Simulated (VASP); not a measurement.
# Na4Au in VASP: a series of runs

Runs on Na4Au. Level: PBE. Tasks: single point.

Program: VASP 6.6.1. These are calculated values, not measurements. Logs are shortened: lines on timing, memory, paths and dates and some standing lists are left out, and cuts for length are marked.

**1. The cell of the first run**

The structure is tetragonal, space group I422 (No. 97). Conventional cell: a = 7.004 Å, b = 7.004 Å, c = 6.415 Å, α = 90.00°, β = 90.00°, γ = 90.00°. Na (site symmetry 2) has 2 Au at 3.04 Å and 11 Na at 3.51 to 4.06 Å within 4.1 Å. Au (site symmetry 422) has 8 Na at 3.04 Å within 4.0 Å.

The cell was generated, and may not be a known phase.

**2. Single point, PBE**

File INCAR:

```
SYSTEM = Na4Au
PREC = Accurate
ENCUT = 520
EDIFF = 1E-6
ISMEAR = 0
SIGMA = 0.1
LREAL = .False.
LASPH = .True.
NELM = 80
ALGO = Fast
ISIF = 2
LWAVE = .False.
LCHARG = .False.
GGA = PE
NBANDS = 28
```

File KPOINTS:

```
regular mesh
0
Gamma
  8 8 8
  0 0 0
```

File POSCAR:

```
Na4Au
1.0
   -3.5019721000      3.5019721000      3.2075517000
    3.5019721000     -3.5019721000      3.2075517000
    3.5019721000      3.5019721000     -3.2075517000
Na Au
4 1
Direct
    0.9278730000      0.0721270000      0.5000000000
    0.4278730000      0.9278730000      0.8557460000
    0.0721270000      0.5721270000      0.1442540000
    0.5721270000      0.4278730000      0.5000000000
    0.0000000000      0.0000000000      0.0000000000
```

Potentials or basis: VASP PAW PBE potentials, release 64 (Na_pv, Au).

On the command line:

```bash
cat potpaw_PBE.64/Na_pv/POTCAR potpaw_PBE.64/Au/POTCAR > POTCAR
mpirun -np 1 vasp_std > vasp.out
```

OUTCAR:

```text
SYSTEM = Na4Au
   PREC = Accurate
   ENCUT = 520
   EDIFF = 1E-6
   ISMEAR = 0
   LREAL = .False.
   LASPH = .True.
   NELM = 80
   ISIF = 2
   GGA = PE

 ion  position               nearest neighbor table
   1  0.928  0.072  0.500-   5 3.04   5 3.04
   2  0.428  0.928  0.856-   5 3.04   5 3.04
   3  0.072  0.572  0.144-   5 3.04   5 3.04
   4  0.572  0.428  0.500-   5 3.04   5 3.04
   5  0.000  0.000  0.000-   2 3.04   3 3.04   4 3.04   1 3.04   1 3.04   4 3.04   3 3.04   2 3.04

  LATTYP: Found a body centered tetragonal cell.
 ALAT       =     7.0039442000
 C/A-ratio  =     0.9159272571

  Lattice vectors:

 A1 = (  -3.5019721000,   3.5019721000,   3.2075517000)
 A2 = (   3.5019721000,  -3.5019721000,   3.2075517000)
 A3 = (   3.5019721000,   3.5019721000,  -3.2075517000)

Analysis of symmetry for initial positions (statically):
=====================================================================
 Subroutine PRICEL returns:
 Original cell was already a primitive cell.

 Routine SETGRP: Setting up the symmetry group for a
 body centered tetragonal supercell.

 Subroutine GETGRP returns: Found  8 space group operations
 (whereof  8 operations were pure point group operations)
 out of a pool of 16 trial point group operations.

The static configuration has the point symmetry D_4 .

Analysis of symmetry for dynamics (positions and initial velocities):
=====================================================================
 Subroutine PRICEL returns:
 Original cell was already a primitive cell.

 Routine SETGRP: Setting up the symmetry group for a
 body centered tetragonal supercell.

 Subroutine GETGRP returns: Found  8 space group operations
 (whereof  8 operations were pure point group operations)
 out of a pool of 16 trial point group operations.

The dynamic configuration has the point symmetry D_4 .

 Subroutine INISYM returns: Found  8 space group operations
 (whereof  8 operations are pure point group operations),
 and found     1 'primitive' translations

----------------------------------------------------------------------------------------

                                     Primitive cell

  volume of cell :     157.3472

  direct lattice vectors                    reciprocal lattice vectors
    -3.501972100  3.501972100  3.207551700     0.000000000  0.142776694  0.155882133
     3.501972100 -3.501972100  3.207551700     0.142776694  0.000000000  0.155882133
     3.501972100  3.501972100 -3.207551700     0.142776694  0.142776694  0.000000000

  length of vectors
     5.900508884  5.900508884  5.900508884     0.211386905  0.211386905  0.201916737

  position of ions in fractional coordinates (direct lattice)
     0.927873000  0.072127000  0.500000000
     0.427873000  0.927873000  0.855746000
     0.072127000  0.572127000  0.144254000
     0.572127000  0.427873000  0.500000000
     0.000000000  0.000000000  0.000000000

  ion indices of the primitive-cell ions
   primitive index   ion index
                 1           1
                 2           2
                 3           3
                 4           4
                 5           5

----------------------------------------------------------------------------------------

 KPOINTS: regular mesh

Automatic generation of k-mesh.
 Grid dimensions read from file:
 generate k-points for:    8    8    8

 Generating k-lattice:

  Cartesian coordinates                     Fractional coordinates (reciprocal lattice)
     0.000000000  0.017847087  0.019485267     0.125000000  0.000000000  0.000000000
     0.017847087  0.000000000  0.019485267     0.000000000  0.125000000  0.000000000
     0.017847087  0.017847087  0.000000000     0.000000000  0.000000000  0.125000000

  Length of vectors
     0.026423363  0.026423363  0.025239592

  Shift w.r.t. Gamma in fractional coordinates (k-lattice)
     0.000000000  0.000000000  0.000000000

 Subroutine IBZKPT returns following result:
 ===========================================

 Found     59 irreducible k-points:

 Following reciprocal coordinates:
            Coordinates               Weight
  0.000000  0.000000  0.000000      1.000000
  0.125000 -0.000000  0.000000      8.000000
  0.250000 -0.000000  0.000000      8.000000
  0.375000 -0.000000  0.000000      8.000000
  0.500000 -0.000000  0.000000      4.000000
  0.125000  0.125000  0.000000      8.000000
[... 16 lines left out ...]
  0.250000  0.125000  0.125000     16.000000
  0.375000  0.125000  0.125000      8.000000
 [... further k-points ...]
   k-points           NKPTS =     59   k-points in BZ     NKDIM =     59   number of bands    NBANDS=     28
   number of dos      NEDOS =    301   number of ions     NIONS =      5
   total plane-waves  NPLWV = 110592
   dimension x,y,z NGX =    48 NGY =   48 NGZ =   48
   dimension x,y,z NGXF=    96 NGYF=   96 NGZF=   96
   ions per type =               4   1
   NGX,Y,Z   is equivalent  to a cutoff of  13.52, 13.52, 13.52 a.u.
[... 33 lines left out ...]
  Fermi-wavevector in a.u.,A,eV,Ry     =   1.028356  1.943310 14.388371  1.057515
  Thomas-Fermi vector in A             =   2.162348
   LORBIT       =      0    0 simple, 1 ext, 2 COOP (PROOUT), +10 PAW based schemes
   GGA     = PE    functional components
   LHFCALC =     F    Hartree Fock is set to
   AEXX    =    0.0000 exact exchange contribution
   IVDW    =     0    specifies the selected vdW correction
   LEPSILON=     F    determine dielectric tensor
   LRPA    =     F    only Hartree local field effects (RPA)
 non-spin polarized calculation
 RMM-DIIS sequential band-by-band and
 Gauss-broadening in eV      SIGMA  =   0.10
  energy-cutoff  :      520.00
  volume of cell :      157.35
 maximum number of plane-waves:      4258
 NGX is ok and might be reduce to    48

 number of electron      38.9999975 magnetization

 Free energy of the ion-electron system (eV)
  ---------------------------------------------------
  ext. energy  EPLUGINS =         0.00000000
  ---------------------------------------------------
  free energy    TOTEN  =        -9.22662292 eV

  energy without entropy =       -9.21479717  energy(sigma->0) =       -9.22071004

 E-fermi :   1.2477     XC(G=0):  -7.2626

 val. band max:        1.2438494614   @ k =  -0.2500  -0.2500   0.1250
 cond. band min:       1.2602571238   @ k =  -0.1250  -0.1250   0.1250
 fundamental gap:      0.0164076624
 Fermi energy:         1.2476660498

 k-point     1 :       0.0000    0.0000    0.0000
  band No.  band energies     occupation
      1     -23.4415      2.00000
      2     -23.4334      2.00000
      3     -23.4334      2.00000
      4     -23.4221      2.00000
      5     -23.4157      2.00000
      6     -23.4132      2.00000
[... 20 lines left out ...]
     27       4.9257      0.00000
     28       5.8926      0.00000

 k-point     2 :       0.1250   -0.0000    0.0000
  band No.  band energies     occupation
      1     -23.4415      2.00000
      2     -23.4350      2.00000
      3     -23.4305      2.00000
      4     -23.4229      2.00000
      5     -23.4168      2.00000
      6     -23.4140      2.00000
[... 20 lines left out ...]
     27       5.4504      0.00000
     28       6.2122      0.00000

 k-point     3 :       0.2500   -0.0000    0.0000
  band No.  band energies     occupation
      1     -23.4411      2.00000
      2     -23.4356      2.00000
      3     -23.4269      2.00000
      4     -23.4244      2.00000
      5     -23.4191      2.00000
      6     -23.4126      2.00000
[... 20 lines left out ...]
     27       6.2577      0.00000
     28       6.8832      0.00000

 k-point     4 :       0.3750   -0.0000    0.0000
  band No.  band energies     occupation
      1     -23.4404      2.00000
      2     -23.4357      2.00000
      3     -23.4265      2.00000
      4     -23.4228      2.00000
      5     -23.4202      2.00000
      6     -23.4123      2.00000
[... 578 lines left out ...]
     27       5.9994      0.00000
     28       7.1964      0.00000

 k-point    23 :       0.2500    0.1250    0.1250
  band No.  band energies     occupation
      1     -23.4384      2.00000
      2     -23.4350      2.00000
      3     -23.4269      2.00000
      4     -23.4229      2.00000
      5     -23.4204      2.00000
      6     -23.4143      2.00000
[... 20 lines left out ...]
     27       6.6702      0.00000
     28       7.1132      0.00000

 k-point    24 :       0.3750    0.1250    0.1250
  band No.  band energies     occupation
      1     -23.4378      2.00000
      2     -23.4350      2.00000
      3     -23.4272      2.00000
      4     -23.4228      2.00000
      5     -23.4177      2.00000
      6     -23.4167      2.00000
[... 20 lines left out ...]
     27       6.9389      0.00000
     28       7.2419      0.00000

 [... further k-points ...]

------------------------ aborting loop because EDIFF is reached ----------------------------------------

  FORCE on cell =-STRESS in cart. coord.  units (eV):
  Direction    XX          YY          ZZ          XY          YZ          ZX
  --------------------------------------------------------------------------------------
  -------------------------------------------------------------------------------------
  Total        0.0012146      0.0012146      0.0086355      0.0000000      0.0000000      0.0000000
  in kB        0.0123676      0.0123676      0.0879306      0.0000000      0.0000000      0.0000000
  external PRESSURE =       0.0375553 kB  Pullay stress =       0.0000000 kB

 VOLUME and BASIS-vectors are now :
 -----------------------------------------------------------------------------
  energy-cutoff  :      520.00
  volume of cell :      157.35
      direct lattice vectors                 reciprocal lattice vectors
    -3.501972100  3.501972100  3.207551700     0.000000000  0.142776694  0.155882133
     3.501972100 -3.501972100  3.207551700     0.142776694  0.000000000  0.155882133
     3.501972100  3.501972100 -3.207551700     0.142776694  0.142776694  0.000000000

 POSITION                                       TOTAL-FORCE (eV/Angst)
 -----------------------------------------------------------------------------------
     -1.24581      4.74778      1.60378         0.001901     -0.001901     -0.000000
      4.74778      1.24581      1.60378        -0.001901     -0.001901      0.000000
      2.25616     -1.24581      1.60378         0.001901      0.001901     -0.000000
      1.24581      2.25616      1.60378        -0.001901      0.001901     -0.000000
      0.00000      0.00000      0.00000        -0.000000      0.000000     -0.000000
 -----------------------------------------------------------------------------------
    total drift:                               -0.000000      0.000000      0.000000

  FREE ENERGIE OF THE ION-ELECTRON SYSTEM (eV)
  ---------------------------------------------------
  free  energy   TOTEN  =        -9.2266229241 eV

  energy  without entropy=       -9.2147971652  energy(sigma->0) =       -9.22071004
```

It took 2.1 min on 1 thread of Intel Xeon 6975P-C (Granite Rapids), shared host; peak memory 0.45 GiB.

Results:

* Free energy: -9.2266 eV
* Pressure: 0.0 GPa
* Band gap on the k mesh: zero (an odd number of electrons rules out a gap without spin polarisation)

Forces on the atoms (eV/Å):
```
Na   0.002 -0.002  0.000
Na  -0.002 -0.002  0.000
Na   0.002  0.002  0.000
Na  -0.002  0.002  0.000
Au   0.000  0.000  0.000
```

Levels at points of the mesh, in eV from the Fermi level:
```
           k point  band 16  band 17  band 18  band 19  band 20  band 21  band 22  band 23
(0.00, 0.00, 0.00)    -3.82    -3.76    -3.69     0.58     1.73     1.73     2.24     2.98
(0.50, 0.00, 0.00)    -3.77    -3.71    -3.53    -1.61     0.66     0.84     1.10     2.16
(0.50, 0.50, 0.00)    -3.75    -3.72    -3.61    -1.88     1.23     1.28     1.35     2.52
(0.50, 0.50, 0.50)    -3.76    -3.76    -3.24    -0.47    -0.47     0.12     0.17     0.84
```

Caveat: spin-orbit coupling is left out, which moves the levels of the heavy elements.

**3. Single point, PBE**

This run uses another cell than the first one: it holds 10 atoms, not 5.

File INCAR:

```
PREC     = Accurate       # precision mode
ENCUT    = 520            # plane-wave cutoff, eV
EDIFF    = 1E-6           # SCF threshold, eV
ISMEAR   = 0              # smearing method
SIGMA    = 0.2            # smearing width, eV
LREAL    = False          # projectors in reciprocal space
LASPH    = True           # aspherical terms in the spheres
NELM     = 80             # most SCF steps
ALGO     = Fast           # electronic algorithm
ISIF     = 2              # what is computed and relaxed
LWAVE    = False          # write WAVECAR
LCHARG   = True           # write CHGCAR
GGA      = PE             # functional
LELF     = True           # ELF
LVHAR    = True         
NBANDS   = 50             # bands
```

File KPOINTS:

```
Automatic mesh
0
Gamma
  4 4 4
```

File POSCAR:

```
Na4Au
1.0
    3.5019721000     -3.5019721000     -3.2075517000
    3.5019721000      3.5019721000     -3.2075517000
    7.0039442000      0.0000000000      6.4151034000
Na Au
8 2
Direct
    0.1081905000      0.4639365000      0.0360635000
    0.6081905000      0.9639365000      0.5360635000
    0.0360635000      0.3918095000      0.4639365000
    0.5360635000      0.8918095000      0.9639365000
    0.2139365000      0.8581905000      0.2860635000
    0.7139365000      0.3581905000      0.7860635000
    0.6418095000      0.2860635000      0.2139365000
    0.1418095000      0.7860635000      0.7139365000
    0.0000000000      0.0000000000      0.0000000000
    0.5000000000      0.5000000000      0.5000000000
```

Potentials or basis: VASP PAW PBE potentials, release 64 (Na_pv, Au).

On the command line:

```bash
cat potpaw_PBE.64/Na_pv/POTCAR potpaw_PBE.64/Au/POTCAR > POTCAR
mpirun -np 1 vasp_std > vasp.out
```

It took 3.3 min on 1 thread of Intel Xeon 6975P-C (Granite Rapids), shared host; peak memory 0.57 GiB.

Results (log left out):

```
Free energy            : -18.5052 eV
Pressure               : 0.0 GPa
Largest force          : 0.003 eV/Å
Band gap on the k mesh : zero (bands 39 and 40 overlap by 1.77 eV)
```

Forces in eV/Å, atoms in the order of the input:
```
Na  -0.001 -0.002 -0.002
Na  -0.001 -0.002 -0.002
Na   0.001 -0.002  0.002
Na   0.001 -0.002  0.002
Na   0.002  0.002  0.000
Na   0.002  0.002  0.000
Na  -0.002  0.002  0.000
Na  -0.002  0.002  0.000
Au   0.000 -0.001  0.000
Au   0.000 -0.001  0.000
```

Stress tensor (GPa, compression positive):
```
 0.01  0.00 -0.16
 0.00 -0.06  0.00
-0.16  0.00  0.06
```

Levels at points of the mesh, in eV from the Fermi level:
```csv
k point,band 37,band 38,band 39,band 40,band 41,band 42
"(0.00, 0.00, 0.00)",-1.55,0.64,0.72,0.89,1.16,1.78
"(0.50, 0.00, 0.00)",-1.28,-1.28,-0.23,-0.23,1.03,1.03
"(0.50, 0.50, 0.00)",-1.55,-0.41,-0.41,0.18,0.23,0.72
"(0.00, 0.00, 0.50)",-0.50,-0.50,1.21,1.21,1.35,1.35
"(0.50, 0.00, 0.50)",-1.82,-1.55,0.72,0.89,1.16,1.29
"(0.50, 0.50, 0.50)",-1.10,-1.10,-0.06,-0.06,0.04,0.04
```

Caveat: spin-orbit coupling is left out, which moves the levels of the heavy elements.

**4. Single point, PBE**

This run uses another cell than the first one: it holds 10 atoms, not 5.

File INCAR:

```
SYSTEM = Na4Au
PREC     = Accurate       ! precision mode
ENCUT    = 520            ! plane-wave cutoff, eV
EDIFF    = 1E-6           ! SCF threshold, eV
ISMEAR   = 0              ! smearing method
SIGMA    = 0.2            ! smearing width, eV
LREAL    = .FALSE.        ! projectors in reciprocal space
LASPH    = .TRUE.         ! aspherical terms in the spheres
NELM     = 80             ! most SCF steps
ALGO     = Fast           ! electronic algorithm
ISIF     = 2              ! what is computed and relaxed
LWAVE    = .FALSE.        ! write WAVECAR
LCHARG   = .TRUE.         ! write CHGCAR
GGA      = PE             ! functional
LELF     = .TRUE.         ! ELF
LVHAR    = .TRUE.       
NBANDS   = 50             ! bands
```

File KPOINTS:

```
regular mesh
0
G
  4 4 4
  0 0 0
```

File POSCAR:

```
Na4Au
1.0
    3.5122090788     -3.4939253807     -3.2727825343
    3.5342046933      3.4848131463     -3.2371380701
    6.9271746695      0.0560563009      6.3825773730
Na Au
8 2
Direct
    0.1089399145      0.4599700260      0.0355730682
    0.6075355596      0.9640171236      0.5356001142
    0.0376260040      0.3941661147      0.4647719235
    0.5353307602      0.8922878033      0.9644902047
    0.2093288634      0.8589487267      0.2872254288
    0.7153240802      0.3573110088      0.7862110661
    0.6419327375      0.2912254539      0.2123161238
    0.1432416388      0.7851055629      0.7137891184
   -0.0009534426     -0.0036347503      0.0002621630
    0.5016938845      0.5006029305      0.4997607894
```

On the command line:

```bash
cat potpaw_PBE.64/Na_pv/POTCAR potpaw_PBE.64/Au/POTCAR > POTCAR
mpirun -np 1 vasp_std > vasp.out
```

Run time: 5.2 min. Hardware: 1 thread of Intel Xeon 6975P-C (Granite Rapids), shared host; peak memory 0.65 GiB.

The run converged. Its results:

```
Free energy            : -18.5079 eV
Pressure               : 0.0 GPa
Largest force          : 0.015 eV/Å
Band gap on the k mesh : zero (bands 39 and 40 overlap by 1.76 eV)
```

Forces on the atoms (eV/Å):
```
Na  -0.006  0.004  0.004
Na  -0.003  0.002  0.000
Na  -0.005 -0.001  0.007
Na   0.003  0.002  0.007
Na   0.015  0.001 -0.003
Na   0.007  0.007  0.005
Na  -0.006 -0.010 -0.002
Na  -0.006  0.000 -0.012
Au   0.007  0.001 -0.009
Au  -0.006 -0.006  0.002
```

Stress tensor (GPa, compression positive):
```
 0.06 -0.05 -0.04
-0.05  0.01 -0.06
-0.04 -0.06  0.04
```

Levels at points of the mesh, in eV from the Fermi level:
| k point | band 37 | band 38 | band 39 | band 40 | band 41 | band 42 |
| --- | --- | --- | --- | --- | --- | --- |
| (0.00, 0.00, 0.00) | -1.53 | 0.64 | 0.71 | 0.88 | 1.14 | 1.77 |
| (0.50, 0.00, 0.00) | -1.28 | -1.27 | -0.23 | -0.23 | 0.97 | 0.98 |
| (0.00, 0.50, 0.00) | -1.29 | -1.27 | -0.21 | -0.20 | 0.95 | 0.97 |
| (0.50, 0.50, 0.00) | -1.59 | -0.40 | -0.39 | 0.19 | 0.19 | 0.75 |
| (0.00, 0.00, 0.50) | -0.48 | -0.48 | 1.20 | 1.21 | 1.36 | 1.36 |
| (0.50, 0.00, 0.50) | -1.81 | -1.58 | 0.73 | 0.90 | 1.19 | 1.25 |
| (0.00, 0.50, 0.50) | -1.83 | -1.54 | 0.72 | 0.88 | 1.15 | 1.23 |
| (0.50, 0.50, 0.50) | -1.13 | -1.12 | -0.07 | -0.07 | 0.07 | 0.07 |

Caveat: spin-orbit coupling is left out, which moves the levels of the heavy elements.

**5. The runs side by side**

```tsv
cell	k mesh	smearing	further INCAR settings	gap on the mesh (eV)	pressure (GPa)
a = 5.901 Å, angles 107.2, 107.2, 114.1°, 5 atoms, atomic positions A	8 × 8 × 8	gaussian 0.1 eV	ALGO = Fast; EDIFF = 1e-06; NBANDS = 28	none	0.0
a = 5.901, b = 5.901, c = 9.498 Å, angles 86.0, 86.0, 72.8°, 10 atoms, atomic positions B	4 × 4 × 4	gaussian 0.2 eV	ALGO = Fast; EDIFF = 1e-06; NBANDS = 50	none	0.0
a = 5.938, b = 5.926, c = 9.419 Å, angles 85.9, 86.7, 72.1°, 10 atoms, atomic positions C	4 × 4 × 4	gaussian 0.2 eV	ALGO = Fast; EDIFF = 1e-06; NBANDS = 50	none	0.0
```

Alike in all rows: task single point; level PBE; potentials or basis VASP PAW PBE potentials, release 64 (Na_pv, Au); no spin polarisation; cutoff (eV) 520.

Caveats: spin-orbit coupling is left out, which moves the levels of the heavy elements.

Absolute energies hang on the potentials; compare differences alone.

The gap in the log of VASP goes by the Fermi energy; the results here count the filled bands.